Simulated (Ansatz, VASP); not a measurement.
Two plane-wave programs on Bi2S3

```
CELL_PARAMETERS angstrom
11.35400 0.00000 0.00000
0.00000 3.99110 0.00000
0.00000 0.00000 11.18800
ATOMIC_POSITIONS crystal
Bi 0.48677 0.25000 0.32514
Bi 0.01323 0.75000 0.82514
Bi 0.98677 0.25000 0.17486
Bi 0.51323 0.75000 0.67486
Bi 0.33881 0.75000 0.03215
Bi 0.16119 0.25000 0.53215
Bi 0.83881 0.75000 0.46785
Bi 0.66119 0.25000 0.96785
S 0.28457 0.25000 0.19235
S 0.21543 0.75000 0.69235
S 0.78457 0.25000 0.30765
S 0.71543 0.75000 0.80765
S 0.54970 0.75000 0.12929
S 0.95030 0.25000 0.62929
S 0.04970 0.75000 0.37071
S 0.45030 0.25000 0.87071
S 0.37787 0.75000 0.44385
S 0.12213 0.25000 0.94385
S 0.87787 0.75000 0.05615
S 0.62213 0.25000 0.55615
```

Alike in both runs: functional PBE; k mesh 3 × 7 × 3; occupations fermi-dirac, width 0.02 eV; no spin polarisation.

Ansatz relaxed the structure, and its values are those at the end. VASP's run is a single point on that final structure, the one shown.

```csv
,VASP,Ansatz
version,VASP 6.6.1,Ansatz 0.2.0
potentials or method,"VASP PAW PBE potentials, release 64 (Bi_d, S)","plane-wave PAW, scalar-relativistic"
plane-wave cutoff (eV),520,420
valence electrons in the cell,192,192
```

VASP gave:

| Item | Value |
| --- | --- |
| gap on the k mesh at the Fermi level (eV) | 1.37 |
| pressure (GPa) | 1.0 |

Which values does Ansatz return?

gap on the k mesh at the Fermi level (eV): 1.36; pressure (GPa): 1.1.

The functional is the same, so the differences come from potentials, cutoffs and numerics. Ansatz's warnings: stress scf threshold loose.

Neither program's run includes spin-orbit coupling.
